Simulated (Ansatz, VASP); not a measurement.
## Two plane-wave programs on Pd

```
Pd
1.0
     0.00000    1.97065    1.97065
     1.97065    0.00000    1.97065
     1.97065    1.97065    0.00000
Pd
1
Cartesian
  0.0000 0.0000 0.0000
```

Alike in both runs: functional PBE; k mesh 20 × 20 × 20; occupations methfessel-paxton of order 1, width 0.1 eV; no spin polarisation.

Ansatz relaxed the structure, and its values are those at the end. VASP's run is a single point on that final structure, the one shown.

```csv
,VASP,Ansatz
version,VASP 6.6.1,Ansatz 0.2.0
potentials or method,"VASP PAW PBE potentials, release 64 (Pd)","scalar-relativistic, plane waves, PAW"
plane-wave cutoff (eV),520,420
valence electrons in the cell,10,18
```

```csv
,VASP,Ansatz,Ansatz less VASP
gap on the k mesh at the Fermi level (eV),none,none,-
pressure (GPa),-0.3,0.0,+0.27
```

A gap of «none» marks a metal or a gap that the smearing closes. VASP's potentials hold 10 valence electrons a cell and Ansatz's 18, so a difference there can come from the potentials and not from the codes.
